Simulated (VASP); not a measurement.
# MnO2 (R-3m) in VASP: further runs

Runs on MnO2. Level: LDA. Tasks: single point.

Everything below comes from runs of VASP 6.6.1. Logs are shortened: lines on timing, memory, paths and dates and some standing lists are left out, and cuts for length are marked.

## Step 1: The cell of the first run

It takes space group R-3m (No. 166, trigonal). The conventional cell has a = 2.799 Å, b = 2.799 Å, c = 13.471 Å, α = 90.00°, β = 90.00°, γ = 120.00°. Mn (site symmetry -3m) has 6 O at 1.86 Å within 2.5 Å. Within 2.5 Å of O (site symmetry 3m) lie 3 Mn at 1.86 Å and 3 O at 2.46 Å.

## Step 2: Single point, LDA, collinear spin, ferromagnetic start

Contents of INCAR:

```
SYSTEM = MnO2
PREC     = Accurate       ! precision mode
ENCUT    = 520            ! plane-wave cutoff, eV
EDIFF    = 1E-6           ! SCF threshold, eV
ISMEAR   = -1             ! smearing method
SIGMA    = 0.05           ! smearing width, eV
LREAL    = .FALSE.        ! projectors in reciprocal space
LASPH    = .TRUE.         ! aspherical terms in the spheres
NELM     = 150            ! most SCF steps
ALGO     = Normal         ! electronic algorithm
ISIF     = 2              ! what is computed and relaxed
LWAVE    = .FALSE.        ! write WAVECAR
LCHARG   = .TRUE.         ! write CHGCAR
ISPIN    = 2              ! spin polarisation
MAGMOM   = 4 0 0          ! initial moments
LORBIT   = 11             ! projections on sites
LMAXMIX  = 4              ! l up to which the mixer works
LELF     = .TRUE.         ! ELF
LVHAR    = .TRUE.       
NBANDS   = 24             ! bands
```

Contents of KPOINTS:

```
Automatic mesh
0
G
  11 11 11
  0 0 0
```

Contents of POSCAR:

```
MnO2
1.0
    1.3992749259      0.8078717551      4.4903556470
   -1.3992749259      0.8078717551      4.4903556470
    0.0000000000     -1.6157435103      4.4903556470
Mn O
1 2
Direct
    0.0000000000      0.0000000000      0.0000000000
    0.7356355100      0.7356355100      0.7356355100
    0.2643644900      0.2643644900      0.2643644900
```

Potentials or basis: VASP PAW LDA potentials, release 64 (Mn_pv, O).

Command:

```bash
$ cat potpaw_LDA.64/Mn_pv/POTCAR potpaw_LDA.64/O/POTCAR > POTCAR
$ mpirun -np 1 vasp_std > vasp.out
```

OUTCAR:

```text
SYSTEM = MnO2
   PREC = Accurate
   ENCUT = 520
   EDIFF = 1E-6
   ISMEAR = -1
   LREAL = .FALSE.
   LASPH = .TRUE.
   NELM = 150
   ISIF = 2
   ISPIN = 2
   LORBIT = 11

 ion  position               nearest neighbor table
   1  0.000  0.000  0.000-   2 1.86   2 1.86   3 1.86   3 1.86   2 1.86   3 1.86
   2  0.736  0.736  0.736-   1 1.86   1 1.86   1 1.86
   3  0.264  0.264  0.264-   1 1.86   1 1.86   1 1.86

  LATTYP: Found a trigonal (rhomboedric) cell.
 ALAT       =     4.7722029428
 COS(alpha) =     0.8280515398

  Lattice vectors:

 A1 = (   1.3992749259,   0.8078717551,   4.4903556470)
 A2 = (  -1.3992749259,   0.8078717551,   4.4903556470)
 A3 = (   0.0000000000,  -1.6157435103,   4.4903556470)

Analysis of symmetry for initial positions (statically):
=====================================================================
 Subroutine PRICEL returns:
 Original cell was already a primitive cell.

 Routine SETGRP: Setting up the symmetry group for a
 trigonal (rhombohedral) supercell.

 Subroutine GETGRP returns: Found 12 space group operations
 (whereof 12 operations were pure point group operations)
 out of a pool of 12 trial point group operations.

The static configuration has the point symmetry D_3d.

Analysis of symmetry for dynamics (positions and initial velocities):
=====================================================================
 Subroutine PRICEL returns:
 Original cell was already a primitive cell.

 Routine SETGRP: Setting up the symmetry group for a
 trigonal (rhombohedral) supercell.

 Subroutine GETGRP returns: Found 12 space group operations
 (whereof 12 operations were pure point group operations)
 out of a pool of 12 trial point group operations.

The dynamic configuration has the point symmetry D_3d.

Analysis of structural, dynamic, and magnetic symmetry:
=====================================================================
 Subroutine PRICEL returns:
 Original cell was already a primitive cell.

 Routine SETGRP: Setting up the symmetry group for a
 trigonal (rhombohedral) supercell.

 Subroutine GETGRP returns: Found 12 space group operations
 (whereof 12 operations were pure point group operations)
 out of a pool of 12 trial point group operations.

The overall configuration has the point symmetry D_3d.

 Subroutine INISYM returns: Found 12 space group operations
 (whereof 12 operations are pure point group operations),
 and found     1 'primitive' translations

----------------------------------------------------------------------------------------

                                     Primitive cell

  volume of cell :      30.4563

  direct lattice vectors                    reciprocal lattice vectors
     1.399274926  0.807871755  4.490355647     0.357327921  0.206303371  0.074233170
    -1.399274926  0.807871755  4.490355647    -0.357327921  0.206303371  0.074233170
     0.000000000 -1.615743510  4.490355647     0.000000000 -0.412606743  0.074233170

  length of vectors
     4.772202943  4.772202943  4.772202943     0.419231306  0.419231306  0.419231306

  position of ions in fractional coordinates (direct lattice)
     0.000000000  0.000000000  0.000000000
     0.735635510  0.735635510  0.735635510
     0.264364490  0.264364490  0.264364490

  ion indices of the primitive-cell ions
   primitive index   ion index
                 1           1
                 2           2
                 3           3

----------------------------------------------------------------------------------------

 KPOINTS: Automatic mesh

Automatic generation of k-mesh.
 Grid dimensions read from file:
 generate k-points for:   11   11   11

 Generating k-lattice:

  Cartesian coordinates                     Fractional coordinates (reciprocal lattice)
     0.032484356  0.018754852  0.006748470     0.090909091  0.000000000 -0.000000000
    -0.032484356  0.018754852  0.006748470     0.000000000  0.090909091 -0.000000000
     0.000000000 -0.037509704  0.006748470    -0.000000000 -0.000000000  0.090909091

  Length of vectors
     0.038111937  0.038111937  0.038111937

  Shift w.r.t. Gamma in fractional coordinates (k-lattice)
     0.000000000  0.000000000  0.000000000

 Subroutine IBZKPT returns following result:
 ===========================================

 Found    146 irreducible k-points:

 Following reciprocal coordinates:
            Coordinates               Weight
  0.000000  0.000000  0.000000      1.000000
  0.090909 -0.000000 -0.000000      6.000000
  0.181818 -0.000000  0.000000      6.000000
  0.272727  0.000000 -0.000000      6.000000
  0.363636 -0.000000 -0.000000      6.000000
  0.454545 -0.000000 -0.000000      6.000000
[... 16 lines left out ...]
 -0.272727  0.181818 -0.000000     12.000000
 -0.181818  0.181818  0.000000      6.000000
 [... further k-points ...]
   k-points           NKPTS =    146   k-points in BZ     NKDIM =    146   number of bands    NBANDS=     24
   number of dos      NEDOS =    301   number of ions     NIONS =      3
   total plane-waves  NPLWV =  46656
   dimension x,y,z NGX =    36 NGY =   36 NGZ =   36
   dimension x,y,z NGXF=    72 NGYF=   72 NGZF=   72
   ions per type =               1   2
   NGX,Y,Z   is equivalent  to a cutoff of  12.54, 12.54, 12.54 a.u.
   NGXF,Y,Z  is equivalent  to a cutoff of  25.08, 25.08, 25.08 a.u.
 SYSTEM =  MnO2
   PREC   = accura    normal or accurate (medium, high low for compatibility)
   ISTART =      0    job   : 0-new  1-cont  2-samecut
   ICHARG =      2    charge: 1-file 2-atom 10-const
   ISPIN  =      2    spin polarized calculation?
   LNONCOLLINEAR =      F non collinear calculations
   LSORBIT =      F    spin-orbit coupling
   LASPH  =      T    aspherical Exc in radial PAW
   ENCUT  =  520.0 eV  38.22 Ry    6.18 a.u.   8.87  8.87  8.87*2*pi/ulx,y,z
   NELM   =    150;   NELMIN=  2; NELMDL= -5     # of ELM steps
   EDIFF  = 0.1E-05   stopping-criterion for ELM
   LREAL  =      F    real-space projection
   EDIFFG = 0.1E-04   stopping-criterion for IOM
   NSW    =      0    number of steps for IOM
   IBRION =     -1    ionic relax: 0-MD 1-quasi-New 2-CG
   NFREE  =      0    steps in history (QN), initial steepest desc. (CG)
   ISIF   =      2    stress and relaxation
   ISYM   =      2    0-nonsym 1-usesym 2-fastsym
   POTIM  = 0.5000    time-step for ionic-motion
   TEBEG  =    0.0;   TEEND  =   0.0 temperature during run
   PSTRESS=    0.0 pullay stress
   NELECT =      25.0000    total number of electrons
   NUPDOWN=      -1.0000    fix difference up-down
   EMIN   =  10.00;   EMAX   =-10.00  energy-range for DOS
   EFERMI =   0.00;   METHOD = LEGACY
   ISMEAR =    -1;   SIGMA  =   0.05  broadening in eV -4-tet -1-fermi 0-gaus
   EFERMI_NEDOS =   21; number of points for ismear=-14 and -15
   IALGO  =     38    algorithm
   IMIX   =      4    mixing-type and parameters
     AMIX     =   0.40;   BMIX     =  1.00
     AMIX_MAG =   1.60;   BMIX_MAG =  1.00
  volume/ion in A,a.u.               =      10.15        68.51
  Fermi-wavevector in a.u.,A,eV,Ry     =   1.532836  2.896640 31.968059  2.349586
  Thomas-Fermi vector in A             =   2.639987
   LORBIT       =     11    0 simple, 1 ext, 2 COOP (PROOUT), +10 PAW based schemes
   GGA     = CA    functional components
   LHFCALC =     F    Hartree Fock is set to
   AEXX    =    0.0000 exact exchange contribution
   IVDW    =     0    specifies the selected vdW correction
   LEPSILON=     F    determine dielectric tensor
   LRPA    =     F    only Hartree local field effects (RPA)
 spin polarized calculation
  energy-cutoff  :      520.00
  volume of cell :       30.46
 maximum number of plane-waves:       833
   NGX = 17   NGY = 17   NGZ = 17

 number of electron      25.0000004 magnetization       2.9883639

 Free energy of the ion-electron system (eV)
  ---------------------------------------------------
  ext. energy  EPLUGINS =         0.00000000
  ---------------------------------------------------
  free energy    TOTEN  =       -26.13558639 eV

  energy without entropy =      -26.13392742  energy(sigma->0) =      -26.13475691

 E-fermi :   4.0837     XC(G=0): -11.7943

 val. band max:        4.0098899638   @ k =  -0.4545   0.4545   0.4545
 cond. band min:       4.1209900865   @ k =   0.0000   0.0000   0.0000
 fundamental gap:      0.1111001227
 Fermi energy:         4.0836682921

 spin component 1

 k-point     1 :       0.0000    0.0000    0.0000
  band No.  band energies     occupation
      1     -46.0486      1.00000
      2     -46.0486      1.00000
      3     -46.0103      1.00000
      4     -16.2393      1.00000
      5     -13.5354      1.00000
      6      -3.0830      1.00000
[... 16 lines left out ...]
     23      27.2969      0.00000
     24      27.2969      0.00000
[... 598 lines left out ...]
      2     -46.0981      1.00000
      3     -45.9839      1.00000
      4     -15.0356      1.00000
      5     -13.9246      1.00000
      6      -2.6076      1.00000
[... 16 lines left out ...]
     23      25.0658      0.00000
     24      27.8654      0.00000

 [... further k-points ...]

 spin component 2

 k-point     1 :       0.0000    0.0000    0.0000
  band No.  band energies     occupation
      1     -43.3271      1.00000
      2     -43.3271      1.00000
      3     -43.1810      1.00000
      4     -15.9869      1.00000
      5     -13.3148      1.00000
      6      -2.3361      1.00000
[... 16 lines left out ...]
     23      27.9721      0.00000
     24      27.9721      0.00000
[... 598 lines left out ...]
      2     -43.3839      1.00000
      3     -43.1485      1.00000
      4     -14.7823      1.00000
      5     -13.6774      1.00000
      6      -1.8544      1.00000
[... 16 lines left out ...]
     23      25.5309      0.00000
     24      28.2453      0.00000

 [... further k-points ...]

------------------------ aborting loop because EDIFF is reached ----------------------------------------

  FORCE on cell =-STRESS in cart. coord.  units (eV):
  Direction    XX          YY          ZZ          XY          YZ          ZX
  --------------------------------------------------------------------------------------
  -------------------------------------------------------------------------------------
  Total        1.2580530      1.2580530      0.7125720      0.0000000     -0.0000000      0.0000000
  in kB       66.1808067     66.1808067     37.4853759      0.0000000     -0.0000000      0.0000000
  external PRESSURE =      56.6156631 kB  Pullay stress =       0.0000000 kB

 VOLUME and BASIS-vectors are now :
 -----------------------------------------------------------------------------
  energy-cutoff  :      520.00
  volume of cell :       30.46
      direct lattice vectors                 reciprocal lattice vectors
     1.399274926  0.807871755  4.490355647     0.357327921  0.206303371  0.074233170
    -1.399274926  0.807871755  4.490355647    -0.357327921  0.206303371  0.074233170
     0.000000000 -1.615743510  4.490355647     0.000000000 -0.412606743  0.074233170

 POSITION                                       TOTAL-FORCE (eV/Angst)
 -----------------------------------------------------------------------------------
      0.00000      0.00000      0.00000        -0.000000     -0.000000     -0.000000
      0.00000     -0.00000      9.90980         0.000000     -0.000000      0.501878
      0.00000     -0.00000      3.56127         0.000000      0.000000     -0.501878
 -----------------------------------------------------------------------------------
    total drift:                                0.000000      0.000000      0.000000

  FREE ENERGIE OF THE ION-ELECTRON SYSTEM (eV)
  ---------------------------------------------------
  free  energy   TOTEN  =       -26.1355863912 eV

  energy  without entropy=      -26.1339274205  energy(sigma->0) =      -26.13475691

 total charge

# of ion       s       p       d       tot
------------------------------------------
    1        0.383   6.528   5.032  11.943
    2        1.571   3.428   0.000   4.999
    3        1.571   3.428   0.000   4.999
--------------------------------------------------
tot          3.526  13.384   5.032  21.942

 magnetization (x)

# of ion       s       p       d       tot
------------------------------------------
    1        0.030   0.038   2.656   2.724
    2        0.004   0.081   0.000   0.085
    3        0.004   0.081   0.000   0.085
--------------------------------------------------
tot          0.038   0.200   2.656   2.894
```

Wall time 2.7 min (1 thread of Intel Xeon 6975P-C (Granite Rapids), shared host); peak memory 0.29 GiB.

What came out:

| Quantity | Value |
| --- | --- |
| Free energy | -26.1356 eV |
| Pressure | 5.7 GPa |
| Largest force | 0.502 eV/Å |
| Band gap on the k mesh | 0.11 eV (least direct gap 0.15 eV) |
| Net moment | 2.99 μB per cell |
| Site moments | Mn +2.72; O +0.09 μB |
| Valence electrons inside the program's atomic spheres | Mn 11.94; O 5.00 |

Forces on the atoms (eV/Å):
```
Mn   0.000  0.000  0.000
O    0.000  0.000  0.502
O    0.000  0.000 -0.502
```

Stress tensor (GPa, compression positive):
```
6.62 0.00 0.00
0.00 6.62 0.00
0.00 0.00 3.75
```

Caveat: the cell stands under pressure; an odd mesh through Γ misses points on the zone boundary, where band edges can lie; a cell with one magnetic atom can't hold antiferromagnetic order, which such compounds often take.

## Step 3: Single point, LDA, collinear spin, ferromagnetic start

This run uses another cell than the first one, of 10.37 Å³/atom.

Contents of INCAR:

```
SYSTEM = MnO2
PREC = Accurate
ENCUT = 520
EDIFF = 1E-7
ISMEAR = -1
SIGMA = 0.05
LREAL = .FALSE.
LASPH = .TRUE.
NELM = 150
ALGO = Normal
ISIF = 2
LWAVE = .FALSE.
LCHARG = .FALSE.
ISPIN = 2
MAGMOM = 4 0 0
LORBIT = 11
LMAXMIX = 4
GGA = CA
NBANDS = 24
```

Contents of KPOINTS:

```
regular mesh
0
G
  11 11 11
  0 0 0
```

Contents of POSCAR:

```
MnO2
1.0
    1.4091292993      0.8135611802      4.5219789117
   -1.4091292993      0.8135611802      4.5219789117
    0.0000000000     -1.6271223606      4.5219789117
Mn O
1 2
Direct
    0.0000000000      0.0000000000      0.0000000000
    0.7356355100      0.7356355100      0.7356355100
    0.2643644900      0.2643644900      0.2643644900
```

Potentials or basis: VASP PAW LDA potentials, release 64 (Mn_pv, O).

Command:

```bash
$ cat potpaw_LDA.64/Mn_pv/POTCAR potpaw_LDA.64/O/POTCAR > POTCAR
$ mpirun -np 1 vasp_std > vasp.out
```

OUTCAR:

```text
SYSTEM = MnO2
   PREC = Accurate
   ENCUT = 520
   EDIFF = 1E-7
   ISMEAR = -1
   LREAL = .FALSE.
   LASPH = .TRUE.
   NELM = 150
   ISIF = 2
   ISPIN = 2
   LORBIT = 11
   GGA = CA

 ion  position               nearest neighbor table
   1  0.000  0.000  0.000-   2 1.88   2 1.88   3 1.88   3 1.88   2 1.88   3 1.88
   2  0.736  0.736  0.736-   1 1.88   1 1.88   1 1.88
   3  0.264  0.264  0.264-   1 1.88   1 1.88   1 1.88

  LATTYP: Found a trigonal (rhomboedric) cell.
 ALAT       =     4.8058111130
 COS(alpha) =     0.8280515398

  Lattice vectors:

 A1 = (   1.4091292993,   0.8135611802,   4.5219789117)
 A2 = (  -1.4091292993,   0.8135611802,   4.5219789117)
 A3 = (   0.0000000000,  -1.6271223606,   4.5219789117)

[... 1513 lines left out ...]
  volume of cell :       31.10
      direct lattice vectors                 reciprocal lattice vectors
     1.409129299  0.813561180  4.521978912     0.354829042  0.204860643  0.073714040
    -1.409129299  0.813561180  4.521978912    -0.354829042  0.204860643  0.073714040
     0.000000000 -1.627122361  4.521978912     0.000000000 -0.409721286  0.073714040

 POSITION                                       TOTAL-FORCE (eV/Angst)
 -----------------------------------------------------------------------------------
      0.00000      0.00000      0.00000        -0.000000     -0.000000      0.000000
      0.00000     -0.00000      9.97958         0.000000     -0.000000      0.156599
      0.00000     -0.00000      3.58635         0.000000      0.000000     -0.156599
 -----------------------------------------------------------------------------------
    total drift:                                0.000000      0.000000      0.000000

  FREE ENERGIE OF THE ION-ELECTRON SYSTEM (eV)
  ---------------------------------------------------
  free  energy   TOTEN  =       -26.1500602751 eV

  energy  without entropy=      -26.1489966384  energy(sigma->0) =      -26.14952846

 total charge

# of ion       s       p       d       tot
------------------------------------------
    1        0.374   6.508   5.004  11.886
    2        1.571   3.415   0.000   4.986
    3        1.571   3.415   0.000   4.986
--------------------------------------------------
tot          3.516  13.338   5.004  21.858

 magnetization (x)

# of ion       s       p       d       tot
------------------------------------------
    1        0.030   0.037   2.679   2.746
    2        0.004   0.073   0.000   0.077
    3        0.004   0.073   0.000   0.077
--------------------------------------------------
tot          0.038   0.183   2.679   2.900
```

Wall time 3.1 min (1 thread of Intel Xeon 6975P-C (Granite Rapids), shared host); peak memory 0.29 GiB.

What came out:

```yaml
Free_energy: -26.1501 eV
Pressure: 0.8 GPa
Largest_force: 0.157 eV/Å
Band_gap_on_the_k_mesh: 0.19 eV (least direct gap 0.23 eV)
Net_moment: 2.99 μB per cell
Site_moments: Mn +2.75; O +0.08 μB
Valence_electrons_inside_the_program's_atomic_spheres: Mn 11.89; O 4.99
```

Forces in eV/Å, atoms in the order of the input:
```
Mn   0.000  0.000  0.000
O    0.000  0.000  0.157
O    0.000  0.000 -0.157
```

Stress tensor (GPa, compression positive):
```
1.06 0.00 0.00
0.00 1.06 0.00
0.00 0.00 0.42
```

Levels at points of the mesh, in eV from the valence-band top:
Spin up:
```
           k point  band 12  band 13  band 14  band 15  band 16  band 17
(0.00, 0.00, 0.00)    -1.80    -1.56    -0.30     2.79     2.79     7.02
```
Spin down:
```
           k point  band 9  band 10  band 11  band 12  band 13  band 14
(0.00, 0.00, 0.00)   -1.62    -1.62    -1.32     0.19     0.19     2.02
```

Caveat: an odd mesh through Γ misses points on the zone boundary, where band edges can lie; a cell with one magnetic atom can't hold antiferromagnetic order, which such compounds often take.

(Part 1 of 2 ends here.)
